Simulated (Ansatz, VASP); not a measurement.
**SiC: VASP beside Ansatz**

```
Si C
1.0
     3.09412    0.00000    0.00000
    -1.54706    2.67959    0.00000
     0.00000    0.00000   10.12934
Si C
4 4
Direct
  0.66667 0.33333 0.93784
  0.33333 0.66667 0.43784
  0.00000 0.00000 0.68790
  0.00000 0.00000 0.18790
  0.66667 0.33333 0.74981
  0.33333 0.66667 0.24981
  0.00000 0.00000 0.50045
  0.00000 0.00000 0.00045
```

Alike in both runs: functional PBE; k mesh 12 × 12 × 4; occupations gaussian, width 0.02 eV; no spin polarisation.

Ansatz relaxed the structure, and its values are those at the end. VASP's run is a single point on that final structure, the one shown.

|  | VASP | Ansatz |
| --- | --- | --- |
| version | VASP 6.6.1 | Ansatz 0.2.0 |
| potentials or method | VASP PAW PBE potentials, release 64 (Si, C), cutoff 520 eV | scalar-relativistic, plane waves, PAW |
| valence electrons in the cell | 32 | 32 |

```tsv
	VASP	Ansatz	Ansatz less VASP
gap on the k mesh at the Fermi level (eV)	2.22	2.22	+0.001
pressure (GPa)	0.0	0.0	+0.05
```
